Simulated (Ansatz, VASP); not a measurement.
# Two plane-wave programs on AlP

The input POSCAR:

```
AlP
1.0
    0.0000000000      2.7391326700      2.7391326700
    2.7391326700      0.0000000000      2.7391326700
    2.7391326700      2.7391326700      0.0000000000
Al P
1 1
Direct
    0.0000000000      0.0000000000      0.0000000000
    0.2500000000      0.2500000000      0.2500000000
```

Contents of INCAR.step1:

```
SYSTEM = AlP
ALGO = Normal ; EDIFF = 1E-5
ENCUT = 400 ; GGA = PE
GGA_COMPAT = .FALSE. ; ISIF = 2
ISMEAR = -1 ; LASPH = .TRUE.
LCHARG = .FALSE. ; LREAL = .FALSE.
LWAVE = .TRUE. ; NBANDS = 11
NELM = 120 ; PREC = Accurate
SIGMA = 0.02
```

The input INCAR.step2:

```
SYSTEM = AlP
AEXX = 0.25 ; ALGO = Normal
EDIFF = 1E-6 ; ENCUT = 400
GGA = PE ; GGA_COMPAT = .FALSE.
ISIF = 2 ; ISMEAR = -1
ISTART = 1 ; LASPH = .TRUE.
LCHARG = .FALSE. ; LHFCALC = .TRUE.
LREAL = .FALSE. ; LWAVE = .FALSE.
NBANDS = 11 ; NELM = 120
PREC = Accurate ; PRECFOCK = Normal
SIGMA = 0.02
```

The input KPOINTS:

```
k-points
0
G
  8 8 8
  0 0 0
```

Input for Ansatz:

```yaml
crystal:
  lattice:
    - [0.0, 2.73913267, 2.73913267]
    - [2.73913267, 0.0, 2.73913267]
    - [2.73913267, 2.73913267, 0.0]
  atoms:
    - { symbol: Al, position: [0.0, 0.0, 0.0] }
    - { symbol: P, position: [0.25, 0.25, 0.25] }
  symmetry: { tolerance: 0.0003 }
hamiltonian:
  xc: pbe0
  pseudopotentials: { kind: paw, azcp: { folder: soft_1 } }
basis:
  ecutwfc: 420
magnetization:
  spin_polarized: false
scf:
  occupations: { method: fermi_dirac, width: 0.02 }
kpoints:
  mp_grid: { grid: [8, 8, 8], shift: [0, 0, 0] }
output:
  forces: true
  stress: true
  eigenvalues: true
  bader: true
  populations: true
  elf: true
  write_potential: true
  write_density: true
  volumetric_format: npy
  dos:
    e_range: [-12, 8]
    de: 0.05
    projected: { site_lists: { Al: [Al], P: [P] } }
```

Alike in both runs: task single point; functional PBE0; k mesh 8 × 8 × 8; occupations fermi-dirac, width 0.02 eV; no spin polarisation.

|  | VASP | Ansatz |
| --- | --- | --- |
| version | VASP 6.6.1 | Ansatz 0.2.0 |
| potentials or method | VASP PAW PBE potentials, release 64 (Al, P), cutoff 400 eV | PAW plane waves |
| valence electrons in the cell | 8 | 8 |

Ansatz gave:

- gap on the k mesh at the Fermi level (eV): 2.96
- pressure (GPa): -0.3

Task: Estimate VASP's values.

Result: gap on the k mesh at the Fermi level (eV): 2.97; pressure (GPa): -0.5.

The functional is the same, so the differences come from potentials, cutoffs and numerics. Ansatz's warnings: stress exchange threshold loose, stress scf threshold loose.
